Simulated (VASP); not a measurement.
# BaS (Fm-3m) in VASP: notebook

The runs below take BaS through single point, with r2SCAN.

All numbers are computed with VASP 6.6.1; they aren't measurements. Logs are shortened: lines on timing, memory, paths and dates and some standing lists are left out, and cuts for length are marked.

## Step 1: The cell of the first run

Symmetry: Fm-3m, No. 225, cubic system. The conventional cell has a = 6.292 Å, b = 6.292 Å, c = 6.292 Å, α = 90.00°, β = 90.00°, γ = 90.00°. Within 4.1 Å of Ba (site symmetry m-3m) lie 6 S at 3.15 Å. Within 4.1 Å of S (site symmetry m-3m) lie 6 Ba at 3.15 Å.

## Step 2: Single point, r2SCAN (31.14 Å³/atom)

POSCAR reads:

```
BaS
1.0
    0.0000000000      3.1462306214      3.1462306214
    3.1462306214      0.0000000000      3.1462306214
    3.1462306214      3.1462306214      0.0000000000
Ba S
1 1
Direct
    0.0000000000      0.0000000000      0.0000000000
    0.5000000000      0.5000000000      0.5000000000
```

INCAR.step1 reads:

```
SYSTEM = BaS
  PREC = Accurate
  ENCUT = 550
  ISMEAR = 0
  SIGMA = 0.01
  LREAL = .False.
  LASPH = .True.
  NELM = 120
  NBANDS = 15
  GGA = PE
  ALGO = Normal
  EDIFF = 1E-5
  LWAVE = .True.
  LCHARG = .False.
  GGA_COMPAT = .False.
```

INCAR.step2 reads:

```
SYSTEM = BaS
  PREC = Accurate
  ENCUT = 550
  EDIFF = 1E-6
  ISMEAR = 0
  SIGMA = 0.01
  LREAL = .False.
  LASPH = .True.
  NELM = 120
  ALGO = Normal
  ISIF = 2
  LWAVE = .False.
  LCHARG = .False.
  METAGGA = R2SCAN
  LMIXTAU = .True.
  NBANDS = 15
  ISTART = 1
  GGA_COMPAT = .False.
```

KPOINTS reads:

```
regular mesh
0
Gamma
  6 6 6
  0 0 0
```

Potentials or basis: VASP PAW PBE potentials, release 64 (Ba_sv, S).

The run is started by

```
$ cat potpaw_PBE.64/Ba_sv/POTCAR potpaw_PBE.64/S/POTCAR > POTCAR
$ cp INCAR.step1 INCAR
$ mpirun -np 1 vasp_std > vasp.out
$ cp INCAR.step2 INCAR
$ mpirun -np 1 vasp_std > vasp.out
```

OUTCAR:

```text
SYSTEM = BaS
   PREC = Accurate
   ENCUT = 550
   EDIFF = 1E-6
   ISMEAR = 0
   LREAL = .False.
   LASPH = .True.
   NELM = 120
   ISIF = 2
   METAGGA = R2SCAN
   ISTART = 1

 ion  position               nearest neighbor table
   1  0.000  0.000  0.000-   2 3.15   2 3.15   2 3.15   2 3.15   2 3.15   2 3.15
   2  0.500  0.500  0.500-   1 3.15   1 3.15   1 3.15   1 3.15   1 3.15   1 3.15

  LATTYP: Found a face centered cubic cell.
 ALAT       =     6.2924612428

  Lattice vectors:

 A1 = (   0.0000000000,   3.1462306214,   3.1462306214)
 A2 = (   3.1462306214,   0.0000000000,   3.1462306214)
 A3 = (   3.1462306214,   3.1462306214,   0.0000000000)

Analysis of symmetry for initial positions (statically):
=====================================================================
 Subroutine PRICEL returns:
 Original cell was already a primitive cell.

 Routine SETGRP: Setting up the symmetry group for a
 face centered cubic supercell.

 Subroutine GETGRP returns: Found 48 space group operations
 (whereof 48 operations were pure point group operations)
 out of a pool of 48 trial point group operations.

The static configuration has the point symmetry O_h .

Analysis of symmetry for dynamics (positions and initial velocities):
=====================================================================
 Subroutine PRICEL returns:
 Original cell was already a primitive cell.

 Routine SETGRP: Setting up the symmetry group for a
 face centered cubic supercell.

 Subroutine GETGRP returns: Found 48 space group operations
 (whereof 48 operations were pure point group operations)
 out of a pool of 48 trial point group operations.

The dynamic configuration has the point symmetry O_h .

 Subroutine INISYM returns: Found 48 space group operations
 (whereof 48 operations are pure point group operations),
 and found     1 'primitive' translations

----------------------------------------------------------------------------------------

                                     Primitive cell

  volume of cell :      62.2876

  direct lattice vectors                    reciprocal lattice vectors
     0.000000000  3.146230621  3.146230621    -0.158920327  0.158920327  0.158920327
     3.146230621  0.000000000  3.146230621     0.158920327 -0.158920327  0.158920327
     3.146230621  3.146230621  0.000000000     0.158920327  0.158920327 -0.158920327

  length of vectors
     4.449442015  4.449442015  4.449442015     0.275258081  0.275258081  0.275258081

  position of ions in fractional coordinates (direct lattice)
[... 82 lines left out ...]
   NUPDOWN=      -1.0000    fix difference up-down
   EMIN   =  10.00;   EMAX   =-10.00  energy-range for DOS
   EFERMI =   0.00;   METHOD = LEGACY
   ISMEAR =     0;   SIGMA  =   0.01  broadening in eV -4-tet -1-fermi 0-gaus
   EFERMI_NEDOS =   21; number of points for ismear=-14 and -15
   IALGO  =     38    algorithm
   IMIX   =      4    mixing-type and parameters
     AMIX     =   0.40;   BMIX     =  1.00
     AMIX_MAG =   1.60;   BMIX_MAG =  1.00
  volume/ion in A,a.u.               =      31.14       210.17
  Fermi-wavevector in a.u.,A,eV,Ry     =   1.040673  1.966587 14.735113  1.083000
  Thomas-Fermi vector in A             =   2.175259
   LORBIT       =      0    0 simple, 1 ext, 2 COOP (PROOUT), +10 PAW based schemes
   METAGGA = R2SCAN    functional components
   LHFCALC =     F    Hartree Fock is set to
   AEXX    =    0.0000 exact exchange contribution
   IVDW    =     0    specifies the selected vdW correction
   LEPSILON=     F    determine dielectric tensor
   LRPA    =     F    only Hartree local field effects (RPA)
 non-spin polarized calculation
 Gauss-broadening in eV      SIGMA  =   0.01
  energy-cutoff  :      550.00
  volume of cell :       62.29
 maximum number of plane-waves:      1853
 NGX is ok and might be reduce to    36
   NGX = 17   NGY = 17   NGZ = 17

 number of electron      15.9999998 magnetization

 Free energy of the ion-electron system (eV)
  ---------------------------------------------------
  ext. energy  EPLUGINS =         0.00000000
  ---------------------------------------------------
  free energy    TOTEN  =       -39.15135893 eV

  energy without entropy =      -39.15135893  energy(sigma->0) =      -39.15135893

 E-fermi :   1.5240     XC(G=0):  -9.2808

 val. band max:        1.4619582679   @ k =   0.0000   0.0000   0.0000
 cond. band min:       3.8422590259   @ k =   0.5000   0.5000   0.0000
 fundamental gap:      2.3803007580
 Fermi energy:         1.5240036029

 k-point     1 :       0.0000    0.0000    0.0000
  band No.  band energies     occupation
      1     -25.2097      2.00000
      2      -9.8362      2.00000
      3      -9.8362      2.00000
      4      -9.8362      2.00000
      5      -9.4073      2.00000
      6       1.4620      2.00000
      7       1.4620      2.00000
      8       1.4620      2.00000
      9       5.7687      0.00000
     10       5.7687      0.00000
     11       5.7687      0.00000
     12       5.9259      0.00000
     13       6.8525      0.00000
     14       6.8525      0.00000
[... 257 lines left out ...]
      2     -10.4942      2.00000
      3     -10.3285      2.00000
      4     -10.1546      2.00000
      5      -8.7211      2.00000
      6       0.5195      2.00000
      7       0.9801      2.00000
      8       1.1088      2.00000
      9       5.0262      0.00000
     10       7.5819      0.00000
     11       8.5100      0.00000
     12       9.3301      0.00000
     13       9.7779      0.00000
     14      10.9012      0.00000
     15      12.2566      0.00000

------------------------ aborting loop because EDIFF is reached ----------------------------------------

  FORCE on cell =-STRESS in cart. coord.  units (eV):
  Direction    XX          YY          ZZ          XY          YZ          ZX
  --------------------------------------------------------------------------------------
  -------------------------------------------------------------------------------------
  Total        1.5211149      1.5211149      1.5211149     -0.0000000      0.0000000     -0.0000000
  in kB       39.1264957     39.1264957     39.1264957     -0.0000000      0.0000000     -0.0000000
  external PRESSURE =      39.1264957 kB  Pullay stress =       0.0000000 kB

 VOLUME and BASIS-vectors are now :
 -----------------------------------------------------------------------------
  energy-cutoff  :      550.00
  volume of cell :       62.29
      direct lattice vectors                 reciprocal lattice vectors
     0.000000000  3.146230621  3.146230621    -0.158920327  0.158920327  0.158920327
     3.146230621  0.000000000  3.146230621     0.158920327 -0.158920327  0.158920327
     3.146230621  3.146230621  0.000000000     0.158920327  0.158920327 -0.158920327

 POSITION                                       TOTAL-FORCE (eV/Angst)
 -----------------------------------------------------------------------------------
      0.00000      0.00000      0.00000         0.000000      0.000000     -0.000000
      3.14623      3.14623      3.14623        -0.000000     -0.000000      0.000000
 -----------------------------------------------------------------------------------
    total drift:                                0.000000      0.000000      0.000000

  FREE ENERGIE OF THE ION-ELECTRON SYSTEM (eV)
  ---------------------------------------------------
  free  energy   TOTEN  =       -39.1513589264 eV

  energy  without entropy=      -39.1513589264  energy(sigma->0) =      -39.15135893
```

Wall time 1.8 min (1 thread of Intel Xeon 8259CL, shared host); peak memory 0.22 GiB.

Results:

* Free energy: -39.1514 eV
* Pressure: 3.9 GPa
* Band gap on the k mesh: 2.38 eV (least direct gap 2.49 eV)

Levels at points of the mesh, in eV from the valence-band top:
| k point | band 4 | band 5 | band 6 | band 7 | band 8 | band 9 | band 10 | band 11 | band 12 | band 13 |
| --- | --- | --- | --- | --- | --- | --- | --- | --- | --- | --- |
| (0.00, 0.00, 0.00) | -11.30 | -10.87 | 0.00 | 0.00 | 0.00 | 4.31 | 4.31 | 4.31 | 4.46 | 5.39 |
| (0.50, 0.00, 0.00) | -11.34 | -9.30 | -2.02 | -1.18 | -1.18 | 6.20 | 6.28 | 7.03 | 7.03 | 9.69 |
| (0.50, 0.50, 0.00) | -11.53 | -10.80 | -0.46 | -0.11 | -0.11 | 2.38 | 6.63 | 7.02 | 8.29 | 8.29 |

Caveat: the cell stands under pressure; the PAW data sets were made with another functional, which shifts forces and pressure a little; spin-orbit coupling is left out, which moves the levels of the heavy elements. A k mesh can miss the band edges.

## Step 3: Single point, r2SCAN (32.14 Å³/atom)

This run uses another cell than the first one, of 32.14 Å³/atom.

POSCAR reads:

```
BaS
1.0
    0.0000000000      3.1793512724      3.1793512724
    3.1793512724      0.0000000000      3.1793512724
    3.1793512724      3.1793512724      0.0000000000
Ba S
1 1
Direct
    0.0000000000      0.0000000000      0.0000000000
    0.5000000000      0.5000000000      0.5000000000
```

INCAR.step1 reads:

```
SYSTEM = BaS
ALGO     = Normal         ! electronic algorithm
EDIFF    = 1E-5           ! SCF threshold, eV
ENCUT    = 550            ! plane-wave cutoff, eV
GGA      = PE             ! functional
GGA_COMPAT= .False.      
ISMEAR   = 0              ! smearing method
LASPH    = .True.         ! aspherical terms in the spheres
LCHARG   = .False.        ! write CHGCAR
LREAL    = .False.        ! projectors in reciprocal space
LWAVE    = .True.         ! write WAVECAR
NBANDS   = 15             ! bands
NELM     = 120            ! most SCF steps
PREC     = Accurate       ! precision mode
SIGMA    = 0.01           ! smearing width, eV
```

INCAR.step2 reads:

```
SYSTEM = BaS
ALGO     = Normal         ! electronic algorithm
EDIFF    = 1E-6           ! SCF threshold, eV
ENCUT    = 550            ! plane-wave cutoff, eV
GGA_COMPAT= .False.      
ISIF     = 2              ! what is computed and relaxed
ISMEAR   = 0              ! smearing method
ISTART   = 1            
LASPH    = .True.         ! aspherical terms in the spheres
LCHARG   = .False.        ! write CHGCAR
LMIXTAU  = .True.       
LREAL    = .False.        ! projectors in reciprocal space
LWAVE    = .False.        ! write WAVECAR
METAGGA  = R2SCAN         ! meta-GGA
NBANDS   = 15             ! bands
NELM     = 120            ! most SCF steps
PREC     = Accurate       ! precision mode
SIGMA    = 0.01           ! smearing width, eV
```

KPOINTS reads:

```
k-points
0
Gamma
  6 6 6
  0 0 0
```

Potentials or basis: VASP PAW PBE potentials, release 64 (Ba_sv, S).

The run is started by

```
$ cat potpaw_PBE.64/Ba_sv/POTCAR potpaw_PBE.64/S/POTCAR > POTCAR
$ cp INCAR.step1 INCAR
$ mpirun -np 1 vasp_std > vasp.out
$ cp INCAR.step2 INCAR
$ mpirun -np 1 vasp_std > vasp.out
```

Run time: 94 s. Hardware: 1 thread of Intel Xeon 8259CL, shared host; peak memory 0.21 GiB.

The run converged. Its results:

- Free energy: -39.1886 eV
- Pressure: 2.1 GPa
- Band gap on the k mesh: 2.44 eV (least direct gap 2.57 eV)

Levels at points of the mesh, in eV from the valence-band top:
```tsv
k point	band 5	band 6	band 7	band 8	band 9	band 10	band 11	band 12
(0.00, 0.00, 0.00)	-10.82	0.00	0.00	0.00	4.29	4.31	4.31	4.31
(0.50, 0.00, 0.00)	-9.41	-1.95	-1.11	-1.11	6.08	6.18	6.91	6.91
(0.50, 0.50, 0.00)	-10.74	-0.51	-0.13	-0.13	2.44	6.55	6.81	8.12
```

Caveat: the PAW data sets were made with another functional, which shifts forces and pressure a little; spin-orbit coupling is left out, which moves the levels of the heavy elements. A k mesh can miss the band edges.
